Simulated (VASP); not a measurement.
# Ir (Fm-3m) in VASP: relaxation of cell and atoms with PBE

Aim: the relaxation of cell and atoms of Ir with PBE.

Program: VASP 6.6.1. These are calculated values, not measurements. Logs are shortened: lines on timing, memory, paths and dates and some standing lists are left out, and cuts for length are marked.

### Step 1. The cell of the first run

The structure is cubic, space group Fm-3m (No. 225). The conventional cell has a = 3.840 Å, b = 3.840 Å, c = 3.840 Å, α = 90.00°, β = 90.00°, γ = 90.00°. Within 3.6 Å of Ir (site symmetry m-3m) lie 12 Ir at 2.72 Å.

### Step 2. Relaxation of cell and atoms, PBE, target pressure 90 GPa, at which the enthalpy is minimised

The input, INCAR:

```
SYSTEM = Ir
PREC     = Accurate       ! precision mode
ENCUT    = 600            ! plane-wave cutoff, eV
EDIFF    = 1E-6           ! SCF threshold, eV
ISMEAR   = 0              ! smearing method
SIGMA    = 0.1            ! smearing width, eV
LREAL    = .FALSE.        ! projectors in reciprocal space
LASPH    = .TRUE.         ! aspherical terms in the spheres
NELM     = 80             ! most SCF steps
ALGO     = Fast           ! electronic algorithm
ISIF     = 3              ! what is computed and relaxed
LWAVE    = .FALSE.        ! write WAVECAR
LCHARG   = .FALSE.        ! write CHGCAR
GGA      = PE             ! functional
IBRION   = 2              ! ionic algorithm
NSW      = 80             ! ionic steps
EDIFFG   = -0.003         ! ionic threshold
PSTRESS  = 900.0
```

The input, KPOINTS:

```
Automatic mesh
0
G
  48 48 48
  0 0 0
```

The input, POSCAR:

```
Ir
1.0
    0.0000000000      1.9200000000      1.9200000000
    1.9200000000      0.0000000000      1.9200000000
    1.9200000000      1.9200000000      0.0000000000
Ir
1
Direct
    0.0000000000      0.0000000000      0.0000000000
```

Potentials or basis: VASP PAW PBE potentials, release 64 (Ir).

On the command line:

```console
> cat potpaw_PBE.64/Ir/POTCAR > POTCAR
> mpirun -np 1 vasp_std > vasp.out
```

OUTCAR:

```text
SYSTEM = Ir
   PREC = Accurate
   ENCUT = 600
   EDIFF = 1E-6
   ISMEAR = 0
   LREAL = .FALSE.
   LASPH = .TRUE.
   NELM = 80
   ISIF = 3
   GGA = PE
   IBRION = 2
   NSW = 80
   EDIFFG = -0.003
   PSTRESS = 900.0

 ion  position               nearest neighbor table
   1  0.000  0.000  0.000-

  LATTYP: Found a face centered cubic cell.
 ALAT       =     3.8400000000

  Lattice vectors:

 A1 = (   0.0000000000,   1.9200000000,   1.9200000000)
 A2 = (   1.9200000000,   0.0000000000,   1.9200000000)
 A3 = (   1.9200000000,   1.9200000000,   0.0000000000)

Analysis of symmetry for initial positions (statically):
=====================================================================
 Subroutine PRICEL returns:
 Original cell was already a primitive cell.

 Routine SETGRP: Setting up the symmetry group for a
 face centered cubic supercell.

 Subroutine GETGRP returns: Found 48 space group operations
 (whereof 48 operations were pure point group operations)
 out of a pool of 48 trial point group operations.

The static configuration has the point symmetry O_h .

Analysis of symmetry for dynamics (positions and initial velocities):
=====================================================================
 Subroutine PRICEL returns:
 Original cell was already a primitive cell.

 Routine SETGRP: Setting up the symmetry group for a
 face centered cubic supercell.

 Subroutine GETGRP returns: Found 48 space group operations
 (whereof 48 operations were pure point group operations)
 out of a pool of 48 trial point group operations.

The dynamic configuration has the point symmetry O_h .

 Subroutine INISYM returns: Found 48 space group operations
 (whereof 48 operations are pure point group operations),
 and found     1 'primitive' translations

----------------------------------------------------------------------------------------

                                     Primitive cell

  volume of cell :      14.1558

  direct lattice vectors                    reciprocal lattice vectors
     0.000000000  1.920000000  1.920000000    -0.260416667  0.260416667  0.260416667
     1.920000000  0.000000000  1.920000000     0.260416667 -0.260416667  0.260416667
     1.920000000  1.920000000  0.000000000     0.260416667  0.260416667 -0.260416667

  length of vectors
     2.715290040  2.715290040  2.715290040     0.451054898  0.451054898  0.451054898

  position of ions in fractional coordinates (direct lattice)
     0.000000000  0.000000000  0.000000000

  ion indices of the primitive-cell ions
   primitive index   ion index
                 1           1

----------------------------------------------------------------------------------------

 KPOINTS: Automatic mesh

Automatic generation of k-mesh.
 Grid dimensions read from file:
 generate k-points for:   48   48   48

 Generating k-lattice:

  Cartesian coordinates                     Fractional coordinates (reciprocal lattice)
    -0.005425347  0.005425347  0.005425347     0.020833333  0.000000000  0.000000000
     0.005425347 -0.005425347  0.005425347     0.000000000  0.020833333  0.000000000
     0.005425347  0.005425347 -0.005425347     0.000000000  0.000000000  0.020833333

  Length of vectors
     0.009396977  0.009396977  0.009396977

  Shift w.r.t. Gamma in fractional coordinates (k-lattice)
     0.000000000  0.000000000  0.000000000

 Subroutine IBZKPT returns following result:
 ===========================================

 Found   2769 irreducible k-points:

 Following reciprocal coordinates:
            Coordinates               Weight
  0.000000  0.000000  0.000000      1.000000
  0.020833  0.000000  0.000000      8.000000
  0.041667  0.000000  0.000000      8.000000
  0.062500  0.000000  0.000000      8.000000
  0.083333  0.000000  0.000000      8.000000
  0.104167  0.000000  0.000000      8.000000
[... 16 lines left out ...]
  0.458333  0.000000  0.000000      8.000000
  0.479167  0.000000  0.000000      8.000000
 [... further k-points ...]
   k-points           NKPTS =   2769   k-points in BZ     NKDIM =   2769   number of bands    NBANDS=      8
   number of dos      NEDOS =    301   number of ions     NIONS =      1
   total plane-waves  NPLWV =  13824
   dimension x,y,z NGX =    24 NGY =   24 NGZ =   24
   dimension x,y,z NGXF=    48 NGYF=   48 NGZF=   48
   ions per type =               1
   NGX,Y,Z   is equivalent  to a cutoff of  14.69, 14.69, 14.69 a.u.
   NGXF,Y,Z  is equivalent  to a cutoff of  29.39, 29.39, 29.39 a.u.
 SYSTEM =  Ir
   PREC   = accura    normal or accurate (medium, high low for compatibility)
   ISTART =      0    job   : 0-new  1-cont  2-samecut
   ICHARG =      2    charge: 1-file 2-atom 10-const
   ISPIN  =      1    spin polarized calculation?
   LNONCOLLINEAR =      F non collinear calculations
   LSORBIT =      F    spin-orbit coupling
   LASPH  =      T    aspherical Exc in radial PAW
   ENCUT  =  600.0 eV  44.10 Ry    6.64 a.u.   5.42  5.42  5.42*2*pi/ulx,y,z
   NELM   =     80;   NELMIN=  2; NELMDL= -5     # of ELM steps
   EDIFF  = 0.1E-05   stopping-criterion for ELM
   LREAL  =      F    real-space projection
   EDIFFG = -.3E-02   stopping-criterion for IOM
   NSW    =     80    number of steps for IOM
   IBRION =      2    ionic relax: 0-MD 1-quasi-New 2-CG
   NFREE  =      1    steps in history (QN), initial steepest desc. (CG)
   ISIF   =      3    stress and relaxation
   ISYM   =      2    0-nonsym 1-usesym 2-fastsym
   POTIM  = 0.5000    time-step for ionic-motion
   TEBEG  =    0.0;   TEEND  =   0.0 temperature during run
   PSTRESS=  900.0 pullay stress
   NELECT =       9.0000    total number of electrons
   NUPDOWN=      -1.0000    fix difference up-down
   EMIN   =  10.00;   EMAX   =-10.00  energy-range for DOS
   EFERMI =   0.00;   METHOD = LEGACY
   ISMEAR =     0;   SIGMA  =   0.10  broadening in eV -4-tet -1-fermi 0-gaus
   EFERMI_NEDOS =   21; number of points for ismear=-14 and -15
   IALGO  =     68    algorithm
   IMIX   =      4    mixing-type and parameters
     AMIX     =   0.40;   BMIX     =  1.00
     AMIX_MAG =   1.60;   BMIX_MAG =  1.00
  volume/ion in A,a.u.               =      14.16        95.53
  Fermi-wavevector in a.u.,A,eV,Ry     =   1.407703  2.660173 26.961691  1.981628
  Thomas-Fermi vector in A             =   2.529935
   LORBIT       =      0    0 simple, 1 ext, 2 COOP (PROOUT), +10 PAW based schemes
   GGA     = PE    functional components
   LHFCALC =     F    Hartree Fock is set to
   AEXX    =    0.0000 exact exchange contribution
   IVDW    =     0    specifies the selected vdW correction
   LEPSILON=     F    determine dielectric tensor
   LRPA    =     F    only Hartree local field effects (RPA)
 conjugate gradient relaxation of ions
 non-spin polarized calculation
 RMM-DIIS sequential band-by-band and
 Gauss-broadening in eV      SIGMA  =   0.10
  energy-cutoff  :      600.00
  volume of cell :       14.16
 maximum number of plane-waves:       495
 NGX is ok and might be reduce to    24
   NGX = 11   NGY = 11   NGZ = 11

--------------------------------------- Ionic step        1  -------------------------------------------

 number of electron       9.0000000 magnetization

 Free energy of the ion-electron system (eV)
  ---------------------------------------------------
  ext. energy  EPLUGINS =         0.00000000
  ---------------------------------------------------
  free energy    TOTEN  =        -8.84200335 eV

  energy without entropy =       -8.83762943  energy(sigma->0) =       -8.83981639

------------------------ aborting loop because EDIFF is reached ----------------------------------------

  FORCE on cell =-STRESS in cart. coord.  units (eV):
  Direction    XX          YY          ZZ          XY          YZ          ZX
  --------------------------------------------------------------------------------------
  -------------------------------------------------------------------------------------
  Total        0.8366898      0.8366898      0.8366898      0.0000000      0.0000000      0.0000000
  in kB       94.6981215     94.6981215     94.6981215      0.0000000      0.0000000      0.0000000
  external PRESSURE =    -805.3018785 kB  Pullay stress =     900.0000000 kB
[... 90 lines left out ...]
  FREE ENERGIE OF THE ION-ELECTRON SYSTEM (eV)
  ---------------------------------------------------
  free  energy   TOTEN  =        -8.7716530547 eV

  energy  without entropy=       -8.7676036101  energy(sigma->0) =       -8.76962833

  enthalpy is  TOTEN    =        -1.1582416062 eV   P V=        7.6134114485

[... ionic steps 4 to 7 ...]

--------------------------------------- Ionic step        8  -------------------------------------------

 number of electron       9.0000000 magnetization

------------------------ aborting loop because EDIFF is reached ----------------------------------------

  FORCE on cell =-STRESS in cart. coord.  units (eV):
  Direction    XX          YY          ZZ          XY          YZ          ZX
  --------------------------------------------------------------------------------------
  -------------------------------------------------------------------------------------
  Total        6.1888216      6.1888216      6.1888216     -0.0000000      0.0000000      0.0000000
  in kB      796.5633905    796.5633905    796.5633905     -0.0000000      0.0000000      0.0000000
  external PRESSURE =    -103.4366095 kB  Pullay stress =     900.0000000 kB
[... 59 lines left out ...]
  enthalpy is  TOTEN    =        -1.4246834394 eV   P V=        6.8947499373

--------------------------------------- Ionic step       10  -------------------------------------------

 number of electron       9.0000000 magnetization

 Free energy of the ion-electron system (eV)
  ---------------------------------------------------
  ext. energy  EPLUGINS =         0.00000000
  ---------------------------------------------------
  free energy    TOTEN  =        -8.32002622 eV

  energy without entropy =       -8.31658667  energy(sigma->0) =       -8.31830644

 E-fermi :  13.0476     XC(G=0): -14.8462

 val. band max:       13.0470989134   @ k =  -0.3542   0.2708   0.0208
 cond. band min:      13.0482334337   @ k =   0.3125   0.2083   0.0625
 fundamental gap:      0.0011345202
 Fermi energy:        13.0475976976

 k-point     1 :       0.0000    0.0000    0.0000
  band No.  band energies     occupation
      1       0.3395      2.00000
      2       8.2352      2.00000
      3       8.2352      2.00000
      4       8.2352      2.00000
      5      11.6007      2.00000
      6      11.6007      2.00000
      7      26.9902      0.00000
      8      33.4610      0.00000
[... 243 lines left out ...]
 k-point    24 :       0.4792    0.0000    0.0000
  band No.  band energies     occupation
      1       3.3302      2.00000
      2       8.0861      2.00000
      3       8.0861      2.00000
      4      11.8900      2.00000
      5      14.2124      0.00000
      6      14.2124      0.00000
      7      22.0302      0.00000
      8      26.6161      0.00000

 [... further k-points ...]
[... 5 lines left out ...]
  --------------------------------------------------------------------------------------
  -------------------------------------------------------------------------------------
  Total        6.8955400      6.8955400      6.8955400     -0.0000000      0.0000000     -0.0000000
  in kB      900.0257058    900.0257058    900.0257058     -0.0000000      0.0000000     -0.0000000
  external PRESSURE =       0.0257058 kB  Pullay stress =     900.0000000 kB
[... 16 lines left out ...]
  FREE ENERGIE OF THE ION-ELECTRON SYSTEM (eV)
  ---------------------------------------------------
  free  energy   TOTEN  =        -8.3200262181 eV

  energy  without entropy=       -8.3165866713  energy(sigma->0) =       -8.31830644

  enthalpy is  TOTEN    =        -1.4246831892 eV   P V=        6.8953430289

 reached required accuracy - stopping structural energy minimisation
```

It took 50 min on 1 thread of Intel Xeon 8259CL, shared host; peak memory 0.68 GiB.

What came out:

```
Free energy                                                : -8.3200 eV
Relaxed volume                                             : 12.28 Å³/atom
Relaxed cell                                               : a = 2.589 Å, b = 2.589 Å, c = 2.589 Å, α = 60.00°, β = 60.00°, γ = 60.00°
Space group after relaxing (to 0.1 Å)                      : Fm-3m (No. 225)
Energy change on relaxing (the run minimises the enthalpy) : +522.0 meV/atom
Ionic steps                                                : 10
Pressure after relaxing                                    : 90.0 GPa
Band gap on the k mesh                                     : zero (an odd number of electrons rules out a gap without spin polarisation)
```

Step by step:
```tsv
step	energy change (eV)	largest force (eV/Å)	pressure (GPa)	volume (Å³)
1	0.0000	0.0000	9.47	14.16
2	76.1382	0.0000	5442.54	4.01
3	0.0704	0.0000	28.77	13.55
4	0.1900	0.0000	48.92	13.05
5	0.5676	0.0000	94.94	12.20
6	0.5187	0.0000	89.54	12.28
7	0.5389	0.0000	91.80	12.25
8	0.4306	0.0000	79.66	12.45
9	0.5226	0.0000	90.06	12.27
10	0.5220	0.0000	90.00	12.28
```

Final structure:
```yaml
crystal:
  lattice:
    - [0.00000, 1.83090, 1.83090]
    - [1.83090, 0.00000, 1.83090]
    - [1.83090, 1.83090, 0.00000]
  atoms:
    - { symbol: Ir, position: [0.00000, 0.00000, 0.00000] }
```

Levels at points of the mesh, in eV from the Fermi level:
```csv
k point,band 1,band 2,band 3,band 4,band 5,band 6,band 7,band 8
"(0.00, 0.00, 0.00)",-12.71,-4.81,-4.81,-4.81,-1.45,-1.45,13.94,20.41
"(0.50, 0.00, 0.00)",-9.72,-4.97,-4.97,-1.08,1.19,1.19,8.89,13.53
"(0.50, 0.50, 0.00)",-9.71,-9.05,1.17,1.77,1.94,1.94,12.43,12.68
```

Caveat: the cell is relaxed towards a set pressure, so the run minimises the enthalpy, not the energy; spin-orbit coupling is left out, which moves the levels of the heavy elements.
